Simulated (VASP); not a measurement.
A run of VASP 6.6.1 is set up as follows.

Contents of INCAR:

```
  PREC = Accurate
  ENCUT = 520
  EDIFF = 1E-6
  ISMEAR = 0
  SIGMA = 0.01
  LREAL = False
  LASPH = True
  NELM = 100
  ALGO = Normal
  ISIF = 2
  LWAVE = False
  LCHARG = False
  GGA = PE
  NBANDS = 24
```

File KPOINTS:

```
Automatic mesh
0
Gamma
  6 6 4
```

POSCAR

```
RbBr
1.0
    4.7544320190      0.0000000000      0.0000000000
   -2.3772160095      4.1174589090      0.0000000000
    0.0000000000      0.0000000000      8.3284584719
Rb Br
2 2
Direct
    0.0000000000      0.0000000000      0.0000000000
    0.0000000000      0.0000000000      0.5000000000
    0.3333333333      0.6666666667      0.2500000000
    0.6666666667      0.3333333333      0.7500000000
```

Potentials or basis: VASP PAW PBE potentials, release 64 (Rb_sv, Br).

Run with:

```bash
$ cat potpaw_PBE.64/Rb_sv/POTCAR potpaw_PBE.64/Br/POTCAR > POTCAR
$ mpirun -np 1 vasp_std > vasp.out
```

(1) Estimate the pressure.

(2) Estimate the band gap on the k mesh.

Results:

(1) 0.8 GPa.

(2) 4.28 eV, direct.
